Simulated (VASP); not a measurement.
# Al2BN3 (P-62m) in VASP: a series of runs, part 2 of 2

VASP 6.6.1. The steps go on from the part before.

### Step 3. Relaxation of cell and atoms, PBE

This run uses another cell than the first one, of 15.46 Å³/atom.

File INCAR:

```
PREC     = Accurate       # precision mode
ENCUT    = 600            # plane-wave cutoff, eV
EDIFF    = 1E-6           # SCF threshold, eV
ISMEAR   = 0              # smearing method
SIGMA    = 0.02           # smearing width, eV
LREAL    = False          # projectors in reciprocal space
LASPH    = True           # aspherical terms in the spheres
NELM     = 60             # most SCF steps
ALGO     = Normal         # electronic algorithm
ISIF     = 3              # what is computed and relaxed
LWAVE    = False          # write WAVECAR
LCHARG   = False          # write CHGCAR
GGA      = PE             # functional
IBRION   = 2              # ionic algorithm
NSW      = 100            # ionic steps
EDIFFG   = -0.01          # ionic threshold
```

File KPOINTS:

```
regular mesh
0
Gamma
  6 6 4
```

File POSCAR:

```
Al2BN3
1.0
    5.1010358490      0.0000000000      0.0000000000
   -2.5505179245      4.4176266309      0.0000000000
    0.0000000000      0.0000000000      8.2308685579
Al B N
4 2 6
Direct
    0.0000000000      0.0000000000      0.5000000000
    0.3333333333      0.6666666667      0.0000000000
    0.0000000000      0.0000000000      0.0000000000
    0.6666666667      0.3333333333      0.0000000000
    0.3333333333      0.6666666667      0.5000000000
    0.6666666667      0.3333333333      0.5000000000
    0.6668657483      0.0000000000      0.0000000000
    0.3331342517      0.3331342517      0.0000000000
    0.0000000000      0.6668657483      0.0000000000
    0.3817443743      0.0000000000      0.5000000000
    0.0000000000      0.3817443743      0.5000000000
    0.6182556257      0.6182556257      0.5000000000
```

Potentials or basis: VASP PAW PBE potentials, release 64 (Al, B, N).

Run with:

```sh
> cat potpaw_PBE.64/Al/POTCAR potpaw_PBE.64/B/POTCAR potpaw_PBE.64/N/POTCAR > POTCAR
> mpirun -np 1 vasp_std > vasp.out
```

OUTCAR:

```text
PREC = Accurate
   ENCUT = 600
   EDIFF = 1E-6
   ISMEAR = 0
   LREAL = False
   LASPH = True
   NELM = 60
   ISIF = 3
   GGA = PE
   IBRION = 2
   NSW = 100
   EDIFFG = -0.01

 ion  position               nearest neighbor table
   1  0.000  0.000  0.500-  10 1.95  11 1.95  12 1.95
   2  0.333  0.667  0.000-   9 1.70   7 1.70   8 1.70   3 2.95   4 2.95   4 2.95   3 2.95   3 2.95
                             4 2.95
   3  0.000  0.000  0.000-   7 1.70   8 1.70   9 1.70   4 2.95   2 2.95   4 2.95   2 2.95   4 2.95
                             2 2.95
   4  0.667  0.333  0.000-   7 1.70   9 1.70   8 1.70   3 2.95   2 2.95   2 2.95   3 2.95   3 2.95
                             2 2.95
   5  0.333  0.667  0.500-  10 1.59  11 1.59  12 1.59
   6  0.667  0.333  0.500-  11 1.59  10 1.59  12 1.59
   7  0.667  0.000  0.000-   3 1.70   4 1.70   2 1.70
   8  0.333  0.333  0.000-   3 1.70   4 1.70   2 1.70
   9  0.000  0.667  0.000-   3 1.70   2 1.70   4 1.70
  10  0.382  0.000  0.500-   5 1.59   6 1.59   1 1.95
  11  0.000  0.382  0.500-   6 1.59   5 1.59   1 1.95
  12  0.618  0.618  0.500-   5 1.59   6 1.59   1 1.95

  LATTYP: Found a hexagonal cell.
 ALAT       =     5.1010358490
 C/A-ratio  =     1.6135680677

  Lattice vectors:

 A1 = (   5.1010358490,   0.0000000000,   0.0000000000)
 A2 = (  -2.5505179245,   4.4176266309,   0.0000000000)
 A3 = (   0.0000000000,   0.0000000000,   8.2308685579)

Analysis of symmetry for initial positions (statically):
=====================================================================
 Subroutine PRICEL returns:
 Original cell was already a primitive cell.

 Routine SETGRP: Setting up the symmetry group for a
 hexagonal supercell.

 Subroutine GETGRP returns: Found 12 space group operations
 (whereof 12 operations were pure point group operations)
 out of a pool of 24 trial point group operations.

The static configuration has the point symmetry D_3h.

[... 219 lines left out ...]

  energy  without entropy=      -86.6142688802  energy(sigma->0) =      -86.61426888

--------------------------------------- Ionic step        2  -------------------------------------------

 number of electron      48.0000005 magnetization

 Free energy of the ion-electron system (eV)
  ---------------------------------------------------
  ext. energy  EPLUGINS =         0.00000000
  ---------------------------------------------------
  free energy    TOTEN  =       -86.61431683 eV

  energy without entropy =      -86.61431683  energy(sigma->0) =      -86.61431683

 E-fermi :   1.4685     XC(G=0):  -8.3231

 val. band max:        1.3488982383   @ k =   0.0000   0.0000   0.5000
 cond. band min:       3.7813231700   @ k =   0.0000   0.0000   0.0000
 fundamental gap:      2.4324249317
 Fermi energy:         1.4684716524

 k-point     1 :       0.0000    0.0000    0.0000
  band No.  band energies     occupation
      1     -14.1069      2.00000
      2     -12.7963      2.00000
      3     -11.8633      2.00000
      4     -11.8633      2.00000
      5     -10.7826      2.00000
      6     -10.7826      2.00000
[... 703 lines left out ...]
     30       7.1784      0.00000
     31       8.2994      0.00000

------------------------ aborting loop because EDIFF is reached ----------------------------------------

  FORCE on cell =-STRESS in cart. coord.  units (eV):
  Direction    XX          YY          ZZ          XY          YZ          ZX
  --------------------------------------------------------------------------------------
  -------------------------------------------------------------------------------------
  Total       -0.0835889     -0.0835889     -0.1197361      0.0000000     -0.0000000      0.0000000
  in kB       -0.7221091     -0.7221091     -1.0343776      0.0000000     -0.0000000      0.0000000
  external PRESSURE =      -0.8261986 kB  Pullay stress =       0.0000000 kB

 VOLUME and BASIS-vectors are now :
 -----------------------------------------------------------------------------
  energy-cutoff  :      600.00
  volume of cell :      185.46
      direct lattice vectors                 reciprocal lattice vectors
     5.101949221  0.000000000  0.000000000     0.196003519  0.113162684 -0.000000000
    -2.550974611  4.418417634 -0.000000000     0.000000000  0.226325369 -0.000000000
     0.000000000  0.000000000  8.227229488     0.000000000  0.000000000  0.121547600

 POSITION                                       TOTAL-FORCE (eV/Angst)
 -----------------------------------------------------------------------------------
      5.10195      0.00000      4.11361        -0.000000     -0.000000      0.000000
     -0.00000      2.94561      8.22723        -0.000000      0.000000      0.000000
      5.10195      0.00000      8.22723        -0.000000     -0.000000      0.000000
      2.55097      1.47281      8.22723        -0.000000      0.000000      0.000000
     -0.00000      2.94561      4.11361        -0.000000     -0.000000      0.000000
      2.55097      1.47281      4.11361        -0.000000      0.000000      0.000000
      3.40224      0.00000      0.00000         0.002356     -0.000000      0.000000
      0.84985      1.47199     -0.00000        -0.001178     -0.002041      0.000000
      3.40083      2.94643     -0.00000        -0.001178      0.002041     -0.000000
      1.94712      0.00000      4.11361        -0.000570     -0.000000      0.000000
     -0.97356      1.68625      4.11361         0.000285     -0.000494      0.000000
      1.57742      2.73216      4.11361         0.000285      0.000494     -0.000000
 -----------------------------------------------------------------------------------
    total drift:                                0.000000      0.000000      0.000000

  FREE ENERGIE OF THE ION-ELECTRON SYSTEM (eV)
  ---------------------------------------------------
  free  energy   TOTEN  =       -86.6143168306 eV

  energy  without entropy=      -86.6143168306  energy(sigma->0) =      -86.61431683

 reached required accuracy - stopping structural energy minimisation
```

OSZICAR:

```text
N       E                     dE             d eps       ncg     rms          rms(c)
DAV:   1     0.275175358563E+03    0.27518E+03   -0.22935E+04  1302   0.148E+03
DAV:   2    -0.712628048103E+02   -0.34644E+03   -0.33123E+03  1778   0.293E+02
DAV:   3    -0.104948976912E+03   -0.33686E+02   -0.33465E+02  1604   0.100E+02
DAV:   4    -0.105724069485E+03   -0.77509E+00   -0.77293E+00  1628   0.165E+01
[... 14 lines left out ...]
DAV:   1    -0.866144111288E+02   -0.14297E-03   -0.75130E-03  1330   0.505E-01    0.441E-02
DAV:   2    -0.866143436393E+02    0.67490E-04   -0.17002E-04  1589   0.742E-02    0.221E-02
DAV:   3    -0.866143207399E+02    0.22899E-04   -0.39052E-05  1596   0.306E-02    0.955E-03
DAV:   4    -0.866143172443E+02    0.34955E-05   -0.81457E-06  1568   0.145E-02    0.290E-03
DAV:   5    -0.866143168306E+02    0.41378E-06   -0.10963E-06   903   0.543E-03
   2 F= -.86614317E+02 E0= -.86614317E+02  d E =-.479503E-04
```

CONTCAR:

```text
Al2BN3
   1.00000000000000
     5.1019492212516147    0.0000000000000000    0.0000000000000000
    -2.5509746106258073    4.4184176344730384   -0.0000000000000000
     0.0000000000000000    0.0000000000000000    8.2272294880706429
  Al              B               N
     4     2     6
Direct
     1.0000000000000000    0.0000000000000000    0.5000000000000000
     0.3333333332999970    0.6666666667000030    1.0000000000000000
     1.0000000000000000    0.0000000000000000    1.0000000000000000
     0.6666666667000030    0.3333333332999970    1.0000000000000000
     0.3333333332999970    0.6666666667000030    0.5000000000000000
     0.6666666667000030    0.3333333332999970    0.5000000000000000
     0.6668517990138279    0.0000000000000000    0.0000000000000000
     0.3331482009861722    0.3331482009861722    0.0000000000000000
     1.0000000000000000    0.6668517990138279    0.0000000000000000
     0.3816421134550798    0.0000000000000000    0.5000000000000000
     0.0000000000000000    0.3816421134550798    0.5000000000000000
     0.6183578865449202    0.6183578865449202    0.5000000000000000

  0.00000000E+00  0.00000000E+00  0.00000000E+00
  0.00000000E+00  0.00000000E+00  0.00000000E+00
  0.00000000E+00  0.00000000E+00  0.00000000E+00
  0.00000000E+00  0.00000000E+00  0.00000000E+00
  0.00000000E+00  0.00000000E+00  0.00000000E+00
  0.00000000E+00  0.00000000E+00  0.00000000E+00
  0.00000000E+00  0.00000000E+00  0.00000000E+00
  0.00000000E+00  0.00000000E+00  0.00000000E+00
  0.00000000E+00  0.00000000E+00  0.00000000E+00
  0.00000000E+00  0.00000000E+00  0.00000000E+00
  0.00000000E+00  0.00000000E+00  0.00000000E+00
  0.00000000E+00  0.00000000E+00  0.00000000E+00
```

It took 6.4 min on 1 thread of Oxide Virtual Turin-like, shared host; peak memory 0.4 GiB.

What came out:

```yaml
Free_energy: -86.6143 eV
Energy_gained_by_relaxing: 0.0 meV/atom
Ionic_steps: 2
Pressure_after_relaxing: -0.1 GPa
Band_gap_on_the_k_mesh: 2.43 eV
```

Forces in eV/Å, atoms in the order of the input:
```
Al   0.000  0.000  0.000
Al   0.000  0.000  0.000
Al   0.000  0.000  0.000
Al   0.000  0.000  0.000
B    0.000  0.000  0.000
B    0.000  0.000  0.000
N    0.002  0.000  0.000
N   -0.001 -0.002  0.000
N   -0.001  0.002  0.000
N   -0.001  0.000  0.000
N    0.000  0.000  0.000
N    0.000  0.000  0.000
```

Final structure:
```
Al B N
1.0
     5.10195    0.00000    0.00000
    -2.55097    4.41842    0.00000
     0.00000    0.00000    8.22723
Al B N
4 2 6
Direct
  0.00000 0.00000 0.50000
  0.33333 0.66667 0.00000
  0.00000 0.00000 0.00000
  0.66667 0.33333 0.00000
  0.33333 0.66667 0.50000
  0.66667 0.33333 0.50000
  0.66685 0.00000 0.00000
  0.33315 0.33315 0.00000
  0.00000 0.66685 0.00000
  0.38164 0.00000 0.50000
  0.00000 0.38164 0.50000
  0.61836 0.61836 0.50000
```

Levels at points of the mesh, in eV from the valence-band top:
```tsv
k point	band 20	band 21	band 22	band 23	band 24	band 25	band 26	band 27	band 28	band 29
(0.00, 0.00, 0.00)	-0.47	-0.24	-0.24	0.00	0.00	2.43	3.11	4.38	5.33	6.87
(0.50, 0.00, 0.00)	-1.26	-1.22	-1.20	-0.61	-0.33	3.89	3.91	5.08	5.32	6.11
(0.00, 0.00, 0.50)	-0.47	-0.23	-0.23	0.00	0.00	3.16	3.45	3.55	5.34	6.39
(0.50, 0.00, 0.50)	-1.32	-1.32	-1.20	-0.60	-0.35	3.80	4.20	4.93	5.70	5.79
```

A k mesh can miss the band edges.
